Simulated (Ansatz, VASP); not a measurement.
## MgZn2TeS2 in VASP and in Ansatz

```
Mg Zn Te S
1.0
     5.45284    0.00000    0.00000
     0.00000    5.45284    0.00000
     0.00000    0.00000    5.25509
Mg Zn Te S
1 2 1 2
Direct
  0.00000 0.00000 0.50000
  0.00000 0.50000 0.50000
  0.50000 0.00000 0.50000
  0.00000 0.00000 0.00000
  0.50000 0.50000 0.81306
  0.50000 0.50000 0.18694
```

Change from the starting cell: species swapped into the Ba2CuTeO2 type (P4/mmm, No. 123).

Alike in both runs: task relaxation of cell and atoms; functional PBE; k mesh 4 × 4 × 4; occupations gaussian, width 0.1 eV; no spin polarisation.

```csv
,VASP,Ansatz
version,VASP 6.6.1,Ansatz 0.2.0
potentials or method,"VASP PAW PBE potentials, release 64 (Mg, Zn, Te, S), cutoff 600 eV","scalar-relativistic, plane waves, PAW"
valence electrons in the cell,44,62
```

```csv
,VASP,Ansatz,Ansatz less VASP
"gap on the k mesh at the Fermi level, each at its own relaxed structure (eV)",none,none,-
relaxed volume (Å³/atom),25.82,25.89,+0.072
relaxed length of the cell vector where the two differ most in proportion (Å),5.486,5.492,+0.0060
```

A gap of «none» marks a metal or a gap that the smearing closes. VASP's potentials hold 44 valence electrons a cell and Ansatz's 62, so a difference there can come from the potentials and not from the codes.

Spin-orbit coupling is off throughout.
